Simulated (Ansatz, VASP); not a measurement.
**Two plane-wave programs on MgH2**

```xyz
3
Lattice="3.0137 0.0000 0.0000 -1.5069 2.6100 0.0000 0.0000 0.0000 4.6069" Properties=species:S:1:pos:R:3 pbc="T T T"
Mg    0.0000    0.0000    0.0000
H     1.5069    0.8700    3.6773
H     0.0000    1.7400    0.9296
```

Change from the starting cell: species swapped into the CrSe2 type (P-3m1, No. 164).

Alike in both runs: functional PBE; k mesh 6 × 6 × 3; occupations gaussian, width 0.15 eV; no spin polarisation.

Ansatz relaxed the structure, and its values are those at the end. VASP's run is a single point on that final structure, the one shown.

```csv
,VASP,Ansatz
version,VASP 6.6.1,Ansatz 0.2.0
potentials or method,"VASP PAW PBE potentials, release 64 (Mg, H), cutoff 520 eV","scalar-relativistic, plane waves, PAW"
valence electrons in the cell,4,12
```

Ansatz gave:

- gap on the k mesh at the Fermi level (eV): 4.46
- least direct gap on the mesh (eV): 5.15
- pressure (GPa): 0.4

Question: Estimate VASP's values.

Answer: gap on the k mesh at the Fermi level (eV): 4.46; least direct gap on the mesh (eV): 5.14; pressure (GPa): 0.2.

The functional is the same, so the differences come from potentials, cutoffs and numerics. VASP's potentials hold 4 valence electrons a cell and Ansatz's 12, so a difference there can come from the potentials and not from the codes.

The k mesh is coarse, so the values compare programs but aren't converged.
